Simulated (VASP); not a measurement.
# BaZrS3 (Pnma) in VASP: notebook, part 2 of 2

VASP 6.6.1. The steps go on from the part before.

## Step 3: Relaxation of cell and atoms, PBE+D3(BJ)

This run uses another cell than the first one, of 24.64 Å³/atom.

File INCAR:

```
PREC = Accurate
ENCUT = 600
EDIFF = 1E-7
ISMEAR = 0
SIGMA = 0.03
LREAL = False
LASPH = True
NELM = 80
ALGO = Normal
ISIF = 3
LWAVE = False
LCHARG = False
GGA = PE
IVDW = 12
IBRION = 2
NSW = 90
EDIFFG = -0.005
KPAR = 4
```

File KPOINTS:

```
regular mesh
0
Gamma
  4 4 4
```

File POSCAR:

```
BaZrS3                                  
1.0
    7.0828129749      0.0000000000     -0.0000000000
    0.0000000000      9.9534730916      0.0000000000
   -0.0000000000      0.0000000000      6.9897334504
  Ba              Zr              S             
     4     4    12
Direct
     0.0483312319548663    0.2500000000000000    0.0099072955553115
     0.4516687680451337    0.7500000000000000    0.5099072955553113
     0.5483312319548660    0.2500000000000000    0.4900927044446884
     0.9516687680451340    0.7500000000000000    0.9900927044446887
     0.0000000000000000    0.0000000000000000    0.5000000000000000
     0.5000000000000000    0.0000000000000000    1.0000000000000000
     0.5000000000000000    0.5000000000000000    1.0000000000000000
     0.0000000000000000    0.5000000000000000    0.5000000000000000
     0.9957638404172081    0.2500000000000000    0.5642903430097278
     0.5042361595827919    0.7500000000000000    0.0642903430097276
     0.4957638404172078    0.2500000000000000    0.9357096569902722
     0.0042361595827922    0.7500000000000000    0.4357096569902723
     0.2110322571474106    0.9663021520010336    0.7891020075246392
     0.2889677428525895    0.0336978479989665    0.2891020075246390
     0.7110322571474107    0.5336978479989664    0.7108979924753608
     0.7889677428525893    0.4663021520010336    0.2108979924753611
     0.7889677428525893    0.0336978479989665    0.2108979924753611
     0.7110322571474107    0.9663021520010336    0.7108979924753608
     0.2889677428525895    0.4663021520010336    0.2891020075246390
     0.2110322571474106    0.5336978479989664    0.7891020075246392
```

Potentials or basis: VASP PAW PBE potentials, release 64 (Ba_sv, Zr_sv, S).

Command:

```
$ cat potpaw_PBE.64/Ba_sv/POTCAR potpaw_PBE.64/Zr_sv/POTCAR potpaw_PBE.64/S/POTCAR > POTCAR
$ mpirun -np 4 vasp_std > vasp.out
```

Run time: 58 min. Hardware: 4 MPI ranks of Intel Xeon 6975P-C (Granite Rapids), shared host; peak memory 1.4 GiB.

Results (log left out):

```yaml
Free_energy: -134.6401 eV
Relaxed_volume: 24.65 Å³/atom
Relaxed_cell: a = 7.085 Å, b = 9.963 Å, c = 6.984 Å, α = 90.00°, β = 90.00°, γ = 90.00°
Space_group_after_relaxing_to_0.1_Å: Pnma (No. 62)
Energy_gained_by_relaxing: 0.0 meV/atom
Ionic_steps: 14
Pressure_after_relaxing: 0.0 GPa
Largest_force_after_relaxing: 0.004 eV/Å
Band_gap_on_the_k_mesh: 1.01 eV
Dispersion_energy_per_atom: -0.344 eV
```

Forces in eV/Å, atoms in the order of the input:
```
Ba   0.003  0.000 -0.001
Ba  -0.003  0.000 -0.001
Ba   0.003  0.000  0.001
Ba  -0.003  0.000  0.001
Zr   0.000  0.000  0.000
Zr   0.000  0.000  0.000
Zr   0.000  0.000  0.000
Zr   0.000  0.000  0.000
S    0.001  0.000 -0.004
S   -0.001  0.000 -0.004
S    0.001  0.000  0.004
S   -0.001  0.000  0.004
S   -0.001 -0.002  0.000
S    0.001  0.002  0.000
S   -0.001  0.002  0.000
S    0.001 -0.002  0.000
S    0.001  0.002  0.000
S   -0.001 -0.002  0.000
S    0.001 -0.002  0.000
S   -0.001  0.002  0.000
```

Step by step:
| step | energy change (eV) | largest force (eV/Å) | pressure (GPa) | volume (Å³) |
| --- | --- | --- | --- | --- |
| 1 | 0.0000 | 0.0086 | 0.04 | 492.77 |
| 2 | -0.0001 | 0.0067 | -0.03 | 493.22 |
| 3 | -0.0001 | 0.0072 | -0.01 | 493.11 |
| 4 | -0.0001 | 0.0062 | -0.01 | 493.08 |
| 5 | -0.0001 | 0.0065 | 0.00 | 493.04 |
| 6 | -0.0001 | 0.0111 | 0.01 | 492.95 |
| 7 | -0.0001 | 0.0087 | 0.00 | 492.99 |
| 8 | -0.0002 | 0.0070 | 0.00 | 493.00 |
| 9 | -0.0002 | 0.0092 | -0.01 | 493.02 |
| 10 | -0.0003 | 0.0087 | 0.00 | 492.98 |
| 11 | -0.0003 | 0.0072 | 0.02 | 492.86 |
| 12 | -0.0003 | 0.0058 | -0.01 | 493.02 |
| 13 | -0.0003 | 0.0054 | -0.02 | 493.08 |
| 14 | -0.0004 | 0.0038 | -0.01 | 493.03 |

Final structure:
```
CELL_PARAMETERS angstrom
7.08547 0.00000 0.00000
0.00000 9.96280 0.00000
0.00000 0.00000 6.98426
ATOMIC_POSITIONS crystal
Ba 0.04862 0.25000 0.01044
Ba 0.45138 0.75000 0.51044
Ba 0.54862 0.25000 0.48956
Ba 0.95138 0.75000 0.98956
Zr 0.00000 0.00000 0.50000
Zr 0.50000 0.00000 0.00000
Zr 0.50000 0.50000 0.00000
Zr 0.00000 0.50000 0.50000
S 0.99578 0.25000 0.56380
S 0.50422 0.75000 0.06380
S 0.49578 0.25000 0.93620
S 0.00422 0.75000 0.43620
S 0.21024 0.96673 0.78994
S 0.28976 0.03327 0.28993
S 0.71024 0.53327 0.71006
S 0.78976 0.46673 0.21007
S 0.78976 0.03327 0.21007
S 0.71024 0.96673 0.71006
S 0.28976 0.46673 0.28993
S 0.21024 0.53327 0.78994
```

Levels at points of the mesh, in eV from the valence-band top:
```tsv
k point	band 78	band 79	band 80	band 81	band 82	band 83
(0.00, 0.00, 0.00)	-0.05	-0.02	0.00	1.01	1.11	1.17
(0.50, 0.00, 0.00)	-0.54	-0.24	-0.24	2.06	2.06	2.20
(0.00, 0.50, 0.00)	-0.27	-0.24	-0.24	1.20	1.20	2.07
(0.50, 0.50, 0.00)	-0.35	-0.35	-0.35	2.44	2.44	2.44
(0.00, 0.00, 0.50)	-0.48	-0.31	-0.31	2.11	2.11	2.21
(0.50, 0.00, 0.50)	-0.37	-0.07	-0.07	1.14	1.14	2.52
(0.00, 0.50, 0.50)	-0.39	-0.30	-0.30	2.38	2.38	2.40
(0.50, 0.50, 0.50)	-0.38	-0.38	-0.38	2.20	2.20	2.20
```

Caveat: spin-orbit coupling is left out, which moves the levels of the heavy elements.

## Step 4: Relaxation of cell and atoms, PBEsol

File INCAR:

```
ALGO = Normal ; EDIFF = 1E-6
EDIFFG = -0.01 ; ENCUT = 600
GGA = PS ; IBRION = 2
ISIF = 3 ; ISMEAR = 0
KPAR = 4 ; LASPH = T
LCHARG = F ; LREAL = F
LWAVE = F ; NELM = 80
NSW = 90 ; PREC = Accurate
SIGMA = 0.03
```

File KPOINTS:

```
k-points
0
Gamma
  4 4 4
```

File POSCAR:

```
BaZrS3
1.0
    7.1344888100      0.0000000000      0.0000000000
    0.0000000000     10.0418237600      0.0000000000
    0.0000000000      0.0000000000      7.0635613000
Ba Zr S
4 4 12
Direct
    0.0430272500      0.2500000000      0.0087500800
    0.4569727500      0.7500000000      0.5087500800
    0.5430272500      0.2500000000      0.4912499200
    0.9569727500      0.7500000000      0.9912499200
    0.0000000000      0.0000000000      0.5000000000
    0.5000000000      0.0000000000      0.0000000000
    0.5000000000      0.5000000000      0.0000000000
    0.0000000000      0.5000000000      0.5000000000
    0.9941581600      0.2500000000      0.5608972600
    0.5058418400      0.7500000000      0.0608972600
    0.4941581600      0.2500000000      0.9391027400
    0.0058418400      0.7500000000      0.4391027400
    0.2132557900      0.9681785700      0.7866180500
    0.2867442100      0.0318214300      0.2866180500
    0.7132557900      0.5318214300      0.7133819500
    0.7867442100      0.4681785700      0.2133819500
    0.7867442100      0.0318214300      0.2133819500
    0.7132557900      0.9681785700      0.7133819500
    0.2867442100      0.4681785700      0.2866180500
    0.2132557900      0.5318214300      0.7866180500
```

Potentials or basis: VASP PAW PBE potentials, release 64 (Ba_sv, Zr_sv, S).

Command:

```
$ cat potpaw_PBE.64/Ba_sv/POTCAR potpaw_PBE.64/Zr_sv/POTCAR potpaw_PBE.64/S/POTCAR > POTCAR
$ mpirun -np 4 vasp_std > vasp.out
```

OUTCAR:

```text
EDIFF = 1E-6
   EDIFFG = -0.01
   ENCUT = 600
   GGA = PS
   IBRION = 2
   ISIF = 3
   ISMEAR = 0
   LASPH = T
   LREAL = F
   NELM = 80
   NSW = 90
   PREC = Accurate

 ion  position               nearest neighbor table
   1  0.043  0.250  0.009-   9 3.18  16 3.20  17 3.20  11 3.26  14 3.42  19 3.42  13 3.46  20 3.46
                             6 4.12   7 4.12   5 4.29   8 4.29
   2  0.457  0.750  0.509-  10 3.18  15 3.20  18 3.20  12 3.26  13 3.42  20 3.42  19 3.46  14 3.46
                             5 4.12   8 4.12   7 4.29   6 4.29
   3  0.543  0.250  0.491-  11 3.18  14 3.20  19 3.20   9 3.26  17 3.42  16 3.42  18 3.46  15 3.46
                             5 4.12   8 4.12   7 4.29   6 4.29
   4  0.957  0.750  0.991-  12 3.18  13 3.20  20 3.20  10 3.26  18 3.42  15 3.42  16 3.46  17 3.46
                             6 4.12   7 4.12   5 4.29   8 4.29
   5  0.000  0.000  0.500-   9 2.55  12 2.55  13 2.55  17 2.55  14 2.56  18 2.56   2 4.12   3 4.12
                             1 4.29   4 4.29
   6  0.500  0.000  0.000-  10 2.55  11 2.55  14 2.55  18 2.55  17 2.56  13 2.56   1 4.12   4 4.12
                             3 4.29   2 4.29
   7  0.500  0.500  0.000-  10 2.55  11 2.55  15 2.55  19 2.55  16 2.56  20 2.56   1 4.12   4 4.12
                             3 4.29   2 4.29
   8  0.000  0.500  0.500-   9 2.55  12 2.55  16 2.55  20 2.55  19 2.56  15 2.56   2 4.12   3 4.12
                             1 4.29   4 4.29
   9  0.994  0.250  0.561-   5 2.55   8 2.55   1 3.18   3 3.26
  10  0.506  0.750  0.061-   6 2.55   7 2.55   2 3.18   4 3.26
  11  0.494  0.250  0.939-   6 2.55   7 2.55   3 3.18   1 3.26
  12  0.006  0.750  0.439-   5 2.55   8 2.55   4 3.18   2 3.26
  13  0.213  0.968  0.787-   5 2.55   6 2.56   4 3.20   2 3.42   1 3.46
  14  0.287  0.032  0.287-   6 2.55   5 2.56   3 3.20   1 3.42   2 3.46
  15  0.713  0.532  0.713-   7 2.55   8 2.56   2 3.20   4 3.42   3 3.46
[... 502 lines left out ...]

 number of electron     160.0000003 magnetization

 Free energy of the ion-electron system (eV)
  ---------------------------------------------------
  ext. energy  EPLUGINS =         0.00000000
  ---------------------------------------------------
  free energy    TOTEN  =      -134.94035794 eV

  energy without entropy =     -134.94035794  energy(sigma->0) =     -134.94035794

 E-fermi :   4.0144     XC(G=0):  -9.7792

 val. band max:        3.8524385470   @ k =   0.0000   0.0000   0.0000
 cond. band min:       4.7728425330   @ k =   0.0000   0.0000   0.0000
 fundamental gap:      0.9204039860
 Fermi energy:         4.0144267262

 k-point     1 :       0.0000    0.0000    0.0000
  band No.  band energies     occupation
      1     -44.8248      2.00000
      2     -44.8245      2.00000
      3     -44.8243      2.00000
      4     -44.8240      2.00000
      5     -22.9370      2.00000
      6     -22.9324      2.00000
[... 2269 lines left out ...]
     91       7.1123      0.00000
     92       7.1123      0.00000

 [... further k-points ...]

 [bands above 92 left out]

------------------------ aborting loop because EDIFF is reached ----------------------------------------

  FORCE on cell =-STRESS in cart. coord.  units (eV):
  Direction    XX          YY          ZZ          XY          YZ          ZX
  --------------------------------------------------------------------------------------
  -------------------------------------------------------------------------------------
  Total       -0.0247609     -0.1131191      0.0304688      0.0000000      0.0000000      0.0000000
  in kB       -0.0811447     -0.3707054      0.0998502      0.0000000      0.0000000      0.0000000
  external PRESSURE =      -0.1173333 kB  Pullay stress =       0.0000000 kB
[... 35 lines left out ...]
  FREE ENERGIE OF THE ION-ELECTRON SYSTEM (eV)
  ---------------------------------------------------
  free  energy   TOTEN  =      -134.9403579448 eV

  energy  without entropy=     -134.9403579448  energy(sigma->0) =     -134.94035794

 reached required accuracy - stopping structural energy minimisation
```

OSZICAR:

```text
N       E                     dE             d eps       ncg     rms          rms(c)
DAV:   1     0.140571269039E+04    0.14057E+04   -0.80440E+04  5184   0.169E+03
DAV:   2     0.306924961440E+01   -0.14026E+04   -0.13567E+04  6536   0.368E+02
DAV:   3    -0.136309941594E+03   -0.13938E+03   -0.13810E+03  6752   0.107E+02
DAV:   4    -0.145053716899E+03   -0.87438E+01   -0.87313E+01  8232   0.248E+01
[... 148 lines left out ...]
DAV:   3    -0.134940372651E+03    0.34237E-04   -0.83060E-05  7184   0.287E-02    0.275E-02
DAV:   4    -0.134940362409E+03    0.10242E-04   -0.34568E-05  6856   0.158E-02    0.154E-02
DAV:   5    -0.134940360423E+03    0.19858E-05   -0.37103E-06  5088   0.471E-03    0.576E-03
DAV:   6    -0.134940358612E+03    0.18110E-05   -0.19054E-06  3664   0.364E-03    0.220E-03
DAV:   7    -0.134940357945E+03    0.66732E-06   -0.51587E-07  2968   0.194E-03
  16 F= -.13494036E+03 E0= -.13494036E+03  d E =-.166283E-03
```

Wall time 59 min (4 MPI ranks of Intel Xeon 6975P-C (Granite Rapids), shared host); peak memory 1.5 GiB.

Results:

- Free energy: -134.9404 eV
- Relaxed volume: 24.44 Å³/atom
- Relaxed cell: a = 7.074 Å, b = 9.926 Å, c = 6.963 Å, α = 90.00°, β = 90.00°, γ = 90.00°
- Space group after relaxing (to 0.1 Å): Pnma (No. 62)
- Energy gained by relaxing: 7.3 meV/atom
- Ionic steps: 16
- Pressure after relaxing: 0.0 GPa
- Largest force after relaxing: 0.010 eV/Å
- Band gap on the k mesh: 0.92 eV

Forces on the atoms (eV/Å):
```
Ba   0.004  0.000  0.009
Ba  -0.004  0.000  0.009
Ba   0.004  0.000 -0.009
Ba  -0.004  0.000 -0.009
Zr   0.000  0.000  0.000
Zr   0.000  0.000  0.000
Zr   0.000  0.000  0.000
Zr   0.000  0.000  0.000
S   -0.005  0.000 -0.008
S    0.005  0.000 -0.008
S   -0.005  0.000  0.008
S    0.005  0.000  0.008
S   -0.003  0.004  0.007
S    0.003 -0.004  0.007
S   -0.003 -0.004 -0.007
S    0.003  0.004 -0.007
S    0.003 -0.004 -0.007
S   -0.003  0.004 -0.007
S    0.003  0.004  0.007
S   -0.003 -0.004  0.007
```

The path:
| step | energy change (eV) | largest force (eV/Å) | pressure (GPa) | volume (Å³) |
| --- | --- | --- | --- | --- |
| 1 | 0.0000 | 0.0762 | -2.52 | 506.06 |
| 2 | -0.0623 | 0.0657 | 2.06 | 477.47 |
| 3 | -0.1365 | 0.0480 | -0.01 | 489.29 |
| 4 | -0.1364 | 0.0473 | 0.05 | 488.96 |
| 5 | -0.1373 | 0.0445 | 0.05 | 488.92 |
| 6 | -0.1395 | 0.0364 | 0.05 | 488.82 |
| 7 | -0.1424 | 0.0225 | 0.06 | 488.62 |
| 8 | -0.1420 | 0.0452 | 0.08 | 488.21 |
| 9 | -0.1433 | 0.0298 | 0.07 | 488.44 |
| 10 | -0.1443 | 0.0233 | 0.02 | 488.75 |
| 11 | -0.1452 | 0.0138 | -0.10 | 489.42 |
| 12 | -0.1456 | 0.0135 | -0.01 | 488.88 |
| 13 | -0.1456 | 0.0140 | 0.02 | 488.67 |
| 14 | -0.1457 | 0.0131 | 0.02 | 488.67 |
| 15 | -0.1459 | 0.0122 | 0.02 | 488.68 |
| 16 | -0.1461 | 0.0096 | -0.01 | 488.90 |

Final structure:
```xyz
20
Lattice="7.0739 0.0000 0.0000 0.0000 9.9259 0.0000 0.0000 0.0000 6.9629" Properties=species:S:1:pos:R:3 pbc="T T T"
Ba    0.3528    2.4815    0.0750
Ba    3.1841    7.4444    3.5564
Ba    3.8898    2.4815    3.4065
Ba    6.7210    7.4444    6.8879
Zr    0.0000    0.0000    3.4814
Zr    3.5369    0.0000    0.0000
Zr    3.5369    4.9630    0.0000
Zr    0.0000    4.9630    3.4814
S     7.0417    2.4815    3.9263
S     3.5692    7.4444    0.4448
S     3.5047    2.4815    6.5181
S     0.0322    7.4444    3.0366
S     1.4955    9.5911    5.4910
S     2.0414    0.3349    2.0095
S     5.0325    5.2978    4.9533
S     5.5784    4.6281    1.4719
S     5.5784    0.3349    1.4719
S     5.0325    9.5911    4.9533
S     2.0414    4.6281    2.0095
S     1.4955    5.2978    5.4910
```

Caveat: the PAW data sets were made with another functional, which shifts forces and pressure a little; spin-orbit coupling is left out, which moves the levels of the heavy elements. A k mesh can miss the band edges.

## Step 5: Relaxation of cell and atoms, PBEsol

This run uses another cell than the first one, of 24.44 Å³/atom.

INCAR: that of step 4 with these lines changed.

```diff
@@ -1,3 +1,3 @@
-ALGO = Normal ; EDIFF = 1E-6
-EDIFFG = -0.01 ; ENCUT = 600
+ALGO = Normal ; EDIFF = 1E-7
+EDIFFG = -0.005 ; ENCUT = 600
 GGA = PS ; IBRION = 2
```

KPOINTS is that of step 4.

File POSCAR:

```
BaZrS3                                  
1.0
    7.0738830400      0.0000000000      0.0000000000
    0.0000000000      9.9259171225      0.0000000000
    0.0000000000      0.0000000000      6.9628807530
  Ba              Zr              S             
     4     4    12
Direct
     0.0498793755814559    0.2500000000000000    0.0107679241737488
     0.4501206244185441    0.7500000000000000    0.5107679241737487
     0.5498793755814559    0.2500000000000000    0.4892320758262511
     0.9501206244185441    0.7500000000000000    0.9892320758262513
     0.0000000000000000    0.0000000000000000    0.5000000000000000
     0.5000000000000000    0.0000000000000000    0.0000000000000000
     0.5000000000000000    0.5000000000000000    0.0000000000000000
     0.0000000000000000    0.5000000000000000    0.5000000000000000
     0.9954450678074709    0.2500000000000000    0.5638856494729887
     0.5045549321925291    0.7500000000000000    0.0638856494729886
     0.4954450678074709    0.2500000000000000    0.9361143505270113
     0.0045549321925292    0.7500000000000000    0.4361143505270114
     0.2114138827941655    0.9662640252209795    0.7886088487924087
     0.2885861172058345    0.0337359747790204    0.2886088487924084
     0.7114138827941655    0.5337359747790205    0.7113911512075913
     0.7885861172058345    0.4662640252209795    0.2113911512075915
     0.7885861172058345    0.0337359747790204    0.2113911512075915
     0.7114138827941655    0.9662640252209795    0.7113911512075913
     0.2885861172058345    0.4662640252209795    0.2886088487924084
     0.2114138827941655    0.5337359747790205    0.7886088487924087
```

Command:

```
$ cat potpaw_PBE.64/Ba_sv/POTCAR potpaw_PBE.64/Zr_sv/POTCAR potpaw_PBE.64/S/POTCAR > POTCAR
$ mpirun -np 4 vasp_std > vasp.out
```

Wall time 68 min (4 MPI ranks of Intel Xeon 6975P-C (Granite Rapids), shared host); peak memory 1.4 GiB.

The run converged. Its results:

* Free energy: -134.9392 eV
* Relaxed volume: 24.44 Å³/atom
* Relaxed cell: a = 7.078 Å, b = 9.929 Å, c = 6.954 Å, α = 90.00°, β = 90.00°, γ = 90.00°
* Space group after relaxing (to 0.1 Å): Pnma (No. 62)
* Energy gained by relaxing: 0.0 meV/atom
* Ionic steps: 17
* Pressure after relaxing: 0.0 GPa
* Largest force after relaxing: 0.005 eV/Å
* Band gap on the k mesh: 0.92 eV

Forces on the atoms (eV/Å):
```
Ba   0.000  0.000 -0.001
Ba   0.000  0.000 -0.001
Ba   0.000  0.000  0.001
Ba   0.000  0.000  0.001
Zr   0.000  0.000  0.000
Zr   0.000  0.000  0.000
Zr   0.000  0.000  0.000
Zr   0.000  0.000  0.000
S    0.003  0.000  0.000
S   -0.003  0.000  0.000
S    0.003  0.000  0.000
S   -0.003  0.000  0.000
S   -0.004 -0.002 -0.002
S    0.004  0.002 -0.002
S   -0.004  0.002  0.002
S    0.004 -0.002  0.002
S    0.004  0.002  0.002
S   -0.004 -0.002  0.002
S    0.004 -0.002 -0.002
S   -0.004  0.002 -0.002
```

Step by step:
| step | energy change (eV) | largest force (eV/Å) | pressure (GPa) | volume (Å³) |
| --- | --- | --- | --- | --- |
| 1 | 0.0000 | 0.0096 | -0.02 | 488.90 |
| 2 | -0.0001 | 0.0080 | 0.01 | 488.71 |
| 3 | -0.0001 | 0.0076 | 0.03 | 488.61 |
| 4 | -0.0001 | 0.0071 | 0.02 | 488.69 |
| 5 | -0.0002 | 0.0066 | 0.00 | 488.82 |
| 6 | -0.0001 | 0.0072 | -0.04 | 489.07 |
| 7 | -0.0002 | 0.0065 | -0.02 | 488.90 |
| 8 | -0.0002 | 0.0063 | -0.02 | 488.90 |
| 9 | -0.0004 | 0.0058 | -0.01 | 488.89 |
| 10 | -0.0004 | 0.0066 | -0.01 | 488.88 |
| 11 | -0.0005 | 0.0069 | 0.01 | 488.77 |
| 12 | -0.0005 | 0.0078 | 0.02 | 488.67 |
| 13 | -0.0006 | 0.0079 | -0.01 | 488.86 |
| 14 | -0.0006 | 0.0080 | -0.01 | 488.89 |
| 15 | -0.0006 | 0.0064 | -0.01 | 488.83 |
| 16 | -0.0006 | 0.0049 | 0.02 | 488.68 |
| 17 | -0.0006 | 0.0048 | 0.01 | 488.72 |

Final structure:
```
Ba Zr S
1.0
     7.07799    0.00000    0.00000
     0.00000    9.92862    0.00000
     0.00000    0.00000    6.95437
Ba Zr S
4 4 12
Direct
  0.05078 0.25000 0.01143
  0.44922 0.75000 0.51143
  0.55078 0.25000 0.48857
  0.94922 0.75000 0.98857
  0.00000 0.00000 0.50000
  0.50000 0.00000 0.00000
  0.50000 0.50000 0.00000
  0.00000 0.50000 0.50000
  0.99519 0.25000 0.56303
  0.50481 0.75000 0.06303
  0.49519 0.25000 0.93697
  0.00481 0.75000 0.43697
  0.21045 0.96687 0.78986
  0.28955 0.03313 0.28986
  0.71045 0.53313 0.71014
  0.78955 0.46687 0.21014
  0.78955 0.03313 0.21014
  0.71045 0.96687 0.71014
  0.28955 0.46687 0.28986
  0.21045 0.53313 0.78986
```

Levels at points of the mesh, in eV from the valence-band top:
```tsv
k point	band 78	band 79	band 80	band 81	band 82	band 83
(0.00, 0.00, 0.00)	-0.04	-0.01	0.00	0.92	1.03	1.09
(0.50, 0.00, 0.00)	-0.56	-0.25	-0.25	2.01	2.01	2.16
(0.00, 0.50, 0.00)	-0.28	-0.25	-0.25	1.12	1.12	2.03
(0.50, 0.50, 0.00)	-0.35	-0.35	-0.35	2.39	2.39	2.39
(0.00, 0.00, 0.50)	-0.51	-0.33	-0.33	2.06	2.06	2.17
(0.50, 0.00, 0.50)	-0.37	-0.07	-0.07	1.06	1.06	2.52
(0.00, 0.50, 0.50)	-0.41	-0.33	-0.33	2.31	2.31	2.34
(0.50, 0.50, 0.50)	-0.40	-0.40	-0.40	2.16	2.16	2.16
```

Caveat: the PAW data sets were made with another functional, which shifts forces and pressure a little; spin-orbit coupling is left out, which moves the levels of the heavy elements.

## Step 6: Summary

```tsv
level	cell	gap on the mesh (eV)	pressure (GPa)	relaxed volume (Å³/atom)	largest force (eV/Å)
PBE+D3(BJ)	relaxed from a = 7.134, b = 10.042, c = 7.064 Å, 20 atoms, atomic positions A	1.01	0.0	24.64	0.01
PBE+D3(BJ)	relaxed from a = 7.083, b = 9.953, c = 6.990 Å, 20 atoms, atomic positions B	1.01	0.0	24.65	-
PBEsol	relaxed from a = 7.134, b = 10.042, c = 7.064 Å, 20 atoms, atomic positions A	0.92	0.0	24.44	0.01
PBEsol	relaxed from a = 7.074, b = 9.926, c = 6.963 Å, 20 atoms, atomic positions C	0.92	0.0	24.44	-
```

Alike in all rows: task relaxation of cell and atoms; potentials or basis VASP PAW PBE potentials, release 64 (Ba_sv, Zr_sv, S); no spin polarisation; k mesh 4 × 4 × 4; cutoff (eV) 600; smearing gaussian 0.03 eV.

Caveats: spin-orbit coupling is left out, which moves the levels of the heavy elements; the PAW data sets were made with another functional, which shifts forces and pressure a little (at least some runs).

Absolute energies hang on the potentials; compare differences alone.
